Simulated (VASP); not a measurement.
Input of a VASP 6.6.1 run:

File INCAR:

```
ALGO = Normal ; EDIFF = 1E-6
ENCUT = 700 ; GGA = PE
GGA_COMPAT = False ; ISIF = 2
ISMEAR = 0 ; ISPIN = 2
LASPH = True ; LCHARG = False
LDAU = True ; LDAUJ = 0 0
LDAUL = 2 -1 ; LDAUPRINT = 1
LDAUTYPE = 2 ; LDAUU = 3.9 0
LMAXMIX = 4 ; LORBIT = 11
LREAL = False ; LWAVE = False
MAGMOM = 3.13 -0.15 -0.15 ; NBANDS = 24
NELM = 200 ; PREC = Accurate
SIGMA = 0.05
```

The input KPOINTS:

```
k-points
0
Gamma
  10 10 6
```

File POSCAR:

```
MnO2
1.0
    2.9094595885      0.0000000000      0.0000000000
   -1.4547297943      2.5196659149      0.0000000000
    0.0000000000      0.0000000000      4.5971580855
Mn O
1 2
Direct
    0.0000000000      0.0000000000      0.0000000000
    0.3333333333      0.6666666667      0.2071198713
    0.6666666667      0.3333333333      0.7928801287
```

Potentials or basis: VASP PAW PBE potentials, release 64 (Mn_sv, O).

Launch:

```sh
$ cat potpaw_PBE.64/Mn_sv/POTCAR potpaw_PBE.64/O/POTCAR > POTCAR
$ mpirun -np 1 vasp_std > vasp.out
```

Question: Estimate the pressure.

Answer: 0.2 GPa.

Question: Estimate the band gap on the k mesh.

Answer: 1.73 eV (least direct gap 1.93 eV).

Question: Estimate the largest force.

Answer: 0.069 eV/Å.

Question: Predict the site moments.

Answer: Mn +3.10; O -0.10 μB.

Eigenvalues of the final occupation matrices:
```tsv
site	spin	trace	eigenvalues
site 1 d	1	3.74	0.48 0.48 0.93 0.93 0.93
site 1 d	2	0.68	0.06 0.06 0.06 0.25 0.25
```

Caveat: a cell with one magnetic atom can't hold antiferromagnetic order, which such compounds often take. A k mesh can miss the band edges.
